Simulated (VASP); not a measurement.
# La (Fd-3m) in VASP: notebook

Runs on La. Level: PBE. Tasks: single point, relaxation of cell and atoms.

All numbers are computed with VASP 6.6.1; they aren't measurements. Logs are shortened: lines on timing, memory, paths and dates and some standing lists are left out, and cuts for length are marked.

### Step 1. The cell of the first run

Symmetry: Fd-3m, No. 227, cubic system. The conventional cell has a = 6.936 Å, b = 6.936 Å, c = 6.936 Å, α = 90.00°, β = 90.00°, γ = 90.00°. La (site symmetry -43m) has 4 La at 3.00 Å within 4.0 Å.

This isn't the form of La at room conditions, which is double hcp.

### Step 2. Single point, PBE, collinear spin (41.70 Å³/atom)

INCAR

```
SYSTEM = La
PREC = Accurate ; ENCUT = 520
EDIFF = 1E-7 ; ISMEAR = -1
SIGMA = 0.05 ; LREAL = .False.
LASPH = .True. ; NELM = 150
ALGO = Normal ; ISIF = 2
LWAVE = .False. ; LCHARG = .True.
ISPIN = 2 ; MAGMOM = 1 1
LORBIT = 11 ; LMAXMIX = 6
GGA = PE ; LELF = .True.
LVHAR = .True. ; NBANDS = 22
```

KPOINTS

```
regular mesh
0
Gamma
  9 9 9
  0 0 0
```

POSCAR

```
La
1.0
    0.0000000000      3.4678413753      3.4678413753
    3.4678413753      0.0000000000      3.4678413753
    3.4678413753      3.4678413753      0.0000000000
La
2
Direct
    0.1250000000      0.1250000000      0.1250000000
    0.8750000000      0.8750000000      0.8750000000
```

Potentials or basis: VASP PAW PBE potentials, release 64 (La).

Launch:

```bash
$ cat potpaw_PBE.64/La/POTCAR > POTCAR
$ mpirun -np 1 vasp_std > vasp.out
```

OUTCAR:

```text
SYSTEM = La
   PREC = Accurate
   ENCUT = 520
   EDIFF = 1E-7
   ISMEAR = -1
   LREAL = .False.
   LASPH = .True.
   NELM = 150
   ISIF = 2
   ISPIN = 2
   LORBIT = 11
   GGA = PE

 ion  position               nearest neighbor table
   1  0.125  0.125  0.125-   2 3.00   2 3.00   2 3.00   2 3.00
   2  0.875  0.875  0.875-   1 3.00   1 3.00   1 3.00   1 3.00

  LATTYP: Found a face centered cubic cell.
 ALAT       =     6.9356827506

  Lattice vectors:

 A1 = (   0.0000000000,   3.4678413753,   3.4678413753)
 A2 = (   3.4678413753,   0.0000000000,   3.4678413753)
 A3 = (   3.4678413753,   3.4678413753,   0.0000000000)

Analysis of symmetry for initial positions (statically):
=====================================================================
 Subroutine PRICEL returns:
 Original cell was already a primitive cell.

 Routine SETGRP: Setting up the symmetry group for a
 face centered cubic supercell.

 Subroutine GETGRP returns: Found 48 space group operations
 (whereof 12 operations were pure point group operations)
 out of a pool of 48 trial point group operations.

The static configuration has the point symmetry D_3d.
 The point group associated with its full space group is O_h .

Analysis of symmetry for dynamics (positions and initial velocities):
=====================================================================
 Subroutine PRICEL returns:
 Original cell was already a primitive cell.

 Routine SETGRP: Setting up the symmetry group for a
 face centered cubic supercell.

 Subroutine GETGRP returns: Found 48 space group operations
 (whereof 12 operations were pure point group operations)
 out of a pool of 48 trial point group operations.

The dynamic configuration has the point symmetry D_3d.
 The point group associated with its full space group is O_h .

Analysis of structural, dynamic, and magnetic symmetry:
=====================================================================
 Subroutine PRICEL returns:
 Original cell was already a primitive cell.

 Routine SETGRP: Setting up the symmetry group for a
 face centered cubic supercell.

 Subroutine GETGRP returns: Found 48 space group operations
 (whereof 12 operations were pure point group operations)
 out of a pool of 48 trial point group operations.

The overall configuration has the point symmetry D_3d.
 The point group associated with its full space group is O_h .

 Subroutine INISYM returns: Found 48 space group operations
 (whereof 12 operations are pure point group operations),
 and found     1 'primitive' translations

----------------------------------------------------------------------------------------

                                     Primitive cell

  volume of cell :      83.4080

  direct lattice vectors                    reciprocal lattice vectors
     0.000000000  3.467841375  3.467841375    -0.144181912  0.144181912  0.144181912
     3.467841375  0.000000000  3.467841375     0.144181912 -0.144181912  0.144181912
     3.467841375  3.467841375  0.000000000     0.144181912  0.144181912 -0.144181912

  length of vectors
     4.904268305  4.904268305  4.904268305     0.249730397  0.249730397  0.249730397

  position of ions in fractional coordinates (direct lattice)
     0.125000000  0.125000000  0.125000000
     0.875000000  0.875000000  0.875000000

  ion indices of the primitive-cell ions
   primitive index   ion index
                 1           1
                 2           2

----------------------------------------------------------------------------------------

 KPOINTS: regular mesh

Automatic generation of k-mesh.
 Grid dimensions read from file:
 generate k-points for:    9    9    9

 Generating k-lattice:

  Cartesian coordinates                     Fractional coordinates (reciprocal lattice)
    -0.016020212  0.016020212  0.016020212     0.111111111  0.000000000  0.000000000
     0.016020212 -0.016020212  0.016020212     0.000000000  0.111111111  0.000000000
     0.016020212  0.016020212 -0.016020212     0.000000000  0.000000000  0.111111111

  Length of vectors
     0.027747822  0.027747822  0.027747822

  Shift w.r.t. Gamma in fractional coordinates (k-lattice)
     0.000000000  0.000000000  0.000000000

 Subroutine IBZKPT returns following result:
 ===========================================

 Found     35 irreducible k-points:

 Following reciprocal coordinates:
            Coordinates               Weight
  0.000000  0.000000  0.000000      1.000000
  0.111111  0.000000  0.000000      8.000000
  0.222222  0.000000  0.000000      8.000000
  0.333333  0.000000  0.000000      8.000000
  0.444444  0.000000  0.000000      8.000000
  0.111111  0.111111  0.000000      6.000000
[... 16 lines left out ...]
 -0.333333  0.333333  0.000000     12.000000
  0.444444  0.444444  0.000000      6.000000
 [... further k-points ...]
   k-points           NKPTS =     35   k-points in BZ     NKDIM =     35   number of bands    NBANDS=     22
   number of dos      NEDOS =    301   number of ions     NIONS =      2
   total plane-waves  NPLWV =  46656
   dimension x,y,z NGX =    36 NGY =   36 NGZ =   36
   dimension x,y,z NGXF=    72 NGYF=   72 NGZF=   72
   ions per type =               2
   NGX,Y,Z   is equivalent  to a cutoff of  12.20, 12.20, 12.20 a.u.
   NGXF,Y,Z  is equivalent  to a cutoff of  24.41, 24.41, 24.41 a.u.
 SYSTEM =  La
   PREC   = accura    normal or accurate (medium, high low for compatibility)
   ISTART =      0    job   : 0-new  1-cont  2-samecut
   ICHARG =      2    charge: 1-file 2-atom 10-const
   ISPIN  =      2    spin polarized calculation?
   LNONCOLLINEAR =      F non collinear calculations
   LSORBIT =      F    spin-orbit coupling
   LASPH  =      T    aspherical Exc in radial PAW
   ENCUT  =  520.0 eV  38.22 Ry    6.18 a.u.   9.12  9.12  9.12*2*pi/ulx,y,z
   NELM   =    150;   NELMIN=  2; NELMDL= -5     # of ELM steps
   EDIFF  = 0.1E-06   stopping-criterion for ELM
   LREAL  =      F    real-space projection
   EDIFFG = 0.1E-05   stopping-criterion for IOM
   NSW    =      0    number of steps for IOM
   IBRION =     -1    ionic relax: 0-MD 1-quasi-New 2-CG
   NFREE  =      0    steps in history (QN), initial steepest desc. (CG)
   ISIF   =      2    stress and relaxation
   ISYM   =      2    0-nonsym 1-usesym 2-fastsym
   POTIM  = 0.5000    time-step for ionic-motion
   TEBEG  =    0.0;   TEEND  =   0.0 temperature during run
   PSTRESS=    0.0 pullay stress
   NELECT =      22.0000    total number of electrons
   NUPDOWN=      -1.0000    fix difference up-down
   EMIN   =  10.00;   EMAX   =-10.00  energy-range for DOS
   EFERMI =   0.00;   METHOD = LEGACY
   ISMEAR =    -1;   SIGMA  =   0.05  broadening in eV -4-tet -1-fermi 0-gaus
   EFERMI_NEDOS =   21; number of points for ismear=-14 and -15
   IALGO  =     38    algorithm
   IMIX   =      4    mixing-type and parameters
     AMIX     =   0.40;   BMIX     =  1.00
     AMIX_MAG =   1.60;   BMIX_MAG =  1.00
  volume/ion in A,a.u.               =      41.70       281.43
  Fermi-wavevector in a.u.,A,eV,Ry     =   1.049897  1.984017 14.997467  1.102283
  Thomas-Fermi vector in A             =   2.184878
   LORBIT       =     11    0 simple, 1 ext, 2 COOP (PROOUT), +10 PAW based schemes
   GGA     = PE    functional components
   LHFCALC =     F    Hartree Fock is set to
   AEXX    =    0.0000 exact exchange contribution
   IVDW    =     0    specifies the selected vdW correction
   LEPSILON=     F    determine dielectric tensor
   LRPA    =     F    only Hartree local field effects (RPA)
 spin polarized calculation
  energy-cutoff  :      520.00
  volume of cell :       83.41
 maximum number of plane-waves:      2259
   NGX = 19   NGY = 19   NGZ = 19

 number of electron      22.0000003 magnetization       0.0014339

 number of electron      22.0000003 magnetization      -0.0002028

 Free energy of the ion-electron system (eV)
  ---------------------------------------------------
  ext. energy  EPLUGINS =         0.00000000
  ---------------------------------------------------
  free energy    TOTEN  =        -7.63033292 eV

  energy without entropy =       -7.60568881  energy(sigma->0) =       -7.61801086

 E-fermi :   6.4391     XC(G=0):  -8.8475

 val. band max:        6.4354413723   @ k =  -0.4444   0.4444   0.1111
 cond. band min:       6.4427330066   @ k =  -0.4444   0.1111   0.0000
 fundamental gap:      0.0072916343
 Fermi energy:         6.4390837296

 spin component 1

 k-point     1 :       0.0000    0.0000    0.0000
  band No.  band energies     occupation
      1     -27.0654      1.00000
      2     -25.8513      1.00000
      3     -11.2100      1.00000
      4     -11.2100      1.00000
      5     -11.2100      1.00000
      6      -9.4926      1.00000
[... 14 lines left out ...]
     21       8.3418      0.00000
     22       8.6875      0.00000
[... 552 lines left out ...]
  band No.  band energies     occupation
      1     -26.5944      1.00000
      2     -26.3848      1.00000
      3     -11.6396      1.00000
      4     -11.6396      1.00000
      5     -10.4764      1.00000
      6     -10.1908      1.00000
[... 14 lines left out ...]
     21       8.4601      0.00000
     22       8.6626      0.00000

 [... further k-points ...]

 spin component 2

 k-point     1 :       0.0000    0.0000    0.0000
  band No.  band energies     occupation
      1     -27.0654      1.00000
      2     -25.8514      1.00000
      3     -11.2100      1.00000
      4     -11.2100      1.00000
      5     -11.2100      1.00000
      6      -9.4927      1.00000
[... 14 lines left out ...]
     21       8.3419      0.00000
     22       8.6875      0.00000
[... 552 lines left out ...]
  band No.  band energies     occupation
      1     -26.5944      1.00000
      2     -26.3848      1.00000
      3     -11.6397      1.00000
      4     -11.6397      1.00000
      5     -10.4765      1.00000
      6     -10.1908      1.00000
[... 14 lines left out ...]
     21       8.4601      0.00000
     22       8.6646      0.00000

 [... further k-points ...]

------------------------ aborting loop because EDIFF is reached ----------------------------------------

  FORCE on cell =-STRESS in cart. coord.  units (eV):
  Direction    XX          YY          ZZ          XY          YZ          ZX
  --------------------------------------------------------------------------------------
  -------------------------------------------------------------------------------------
  Total       -1.7915939     -1.7915939     -1.7915939      0.0000000      0.0000000      0.0000000
  in kB      -34.4145806    -34.4145806    -34.4145806      0.0000000      0.0000000      0.0000000
  external PRESSURE =     -34.4145806 kB  Pullay stress =       0.0000000 kB

 VOLUME and BASIS-vectors are now :
 -----------------------------------------------------------------------------
  energy-cutoff  :      520.00
  volume of cell :       83.41
      direct lattice vectors                 reciprocal lattice vectors
     0.000000000  3.467841375  3.467841375    -0.144181912  0.144181912  0.144181912
     3.467841375  0.000000000  3.467841375     0.144181912 -0.144181912  0.144181912
     3.467841375  3.467841375  0.000000000     0.144181912  0.144181912 -0.144181912

 POSITION                                       TOTAL-FORCE (eV/Angst)
 -----------------------------------------------------------------------------------
      0.86696      0.86696      0.86696        -0.000000      0.000000     -0.000000
      6.06872      6.06872      6.06872         0.000000     -0.000000      0.000000
 -----------------------------------------------------------------------------------
    total drift:                               -0.000000      0.000000      0.000000

  FREE ENERGIE OF THE ION-ELECTRON SYSTEM (eV)
  ---------------------------------------------------
  free  energy   TOTEN  =        -7.6303329165 eV

  energy  without entropy=       -7.6056888076  energy(sigma->0) =       -7.61801086

 total charge

# of ion       s       p       d       f       tot
--------------------------------------------------
    1        1.986   5.519   1.209   0.185   8.899
    2        1.986   5.519   1.209   0.185   8.899
--------------------------------------------------
tot          3.972  11.039   2.418   0.371  17.799

 magnetization (x)

# of ion       s       p       d       f       tot
--------------------------------------------------
    1       -0.000  -0.000  -0.000  -0.000  -0.000
    2       -0.000  -0.000  -0.000  -0.000  -0.000
--------------------------------------------------
tot         -0.000  -0.000  -0.000  -0.000  -0.000
```

It took 2.8 min on 1 thread of Intel Xeon Platinum 8488C (Sapphire Rapids), shared host; peak memory 0.3 GiB.

What came out:

* Free energy: -7.6303 eV
* Pressure: -3.4 GPa
* Band gap on the k mesh: zero (filled and empty bands overlap)
* Net moment: 0.00 μB per cell
* Valence electrons inside the program's atomic spheres: La 8.90

Levels at points of the mesh, in eV from the Fermi level:
Spin up:
| k point | band 7 | band 8 | band 9 | band 10 | band 11 | band 12 | band 13 | band 14 | band 15 | band 16 |
| --- | --- | --- | --- | --- | --- | --- | --- | --- | --- | --- |
| (0.00, 0.00, 0.00) | -15.93 | -15.93 | -2.38 | -0.60 | -0.60 | 0.81 | 0.81 | 0.81 | 1.38 | 1.51 |
Spin down:
```csv
k point,band 9,band 10,band 11,band 12,band 13,band 14
"(0.00, 0.00, 0.00)",-2.38,-0.60,-0.60,0.81,0.81,0.81
```

Caveat: the cell stands under tension; spin-orbit coupling is left out, which moves the levels of the heavy elements.

(Part 1 of 2 ends here.)

The gap in the log of VASP goes by the Fermi energy; the results here count the filled bands.